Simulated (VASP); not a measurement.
TaCo3, 4 atoms in the cell. Symmetry: Pm-3m, No. 221, cubic system. Conventional cell: a = 3.517 Å, b = 3.517 Å, c = 3.517 Å, α = 90.00°, β = 90.00°, γ = 90.00°. Within 3.3 Å of Ta (site symmetry m-3m) lie 12 Co at 2.49 Å. Within 3.3 Å of Co (site symmetry 4/mmm) lie 4 Ta at 2.49 Å and 8 Co at 2.49 Å.  This cell differs from its parent crystal: volume scaled by 0.88.

* Program: VASP 6.6.1
* Task: single point
* Functional: LDA
* Potentials or basis: VASP PAW LDA potentials, release 64 (Ta_pv, Co)
* Cutoff: 520 eV
* k mesh: 9 × 9 × 9
* Occupations: fermi-dirac, width 0.08 eV
* Spin: no spin polarisation
* Dipole correction: no
* Further INCAR settings: ALGO = Normal; EDIFF = 1e-07; NBANDS = 27

Potentials or basis: VASP PAW LDA potentials, release 64 (Ta_pv, Co).

Command:

```bash
$ cat potpaw_LDA.64/Ta_pv/POTCAR potpaw_LDA.64/Co/POTCAR > POTCAR
$ mpirun -np 1 vasp_std > vasp.out
```

Hardware: 1 thread of AMD EPYC 7R13 (shared host).

**Question.** How long does it take, and how much memory?

**Answer.** Wall time 100 s on 1 thread of AMD EPYC 7R13, on a shared host, peak memory 0.13 GiB. Counts: scf iterations 14, k points 35.
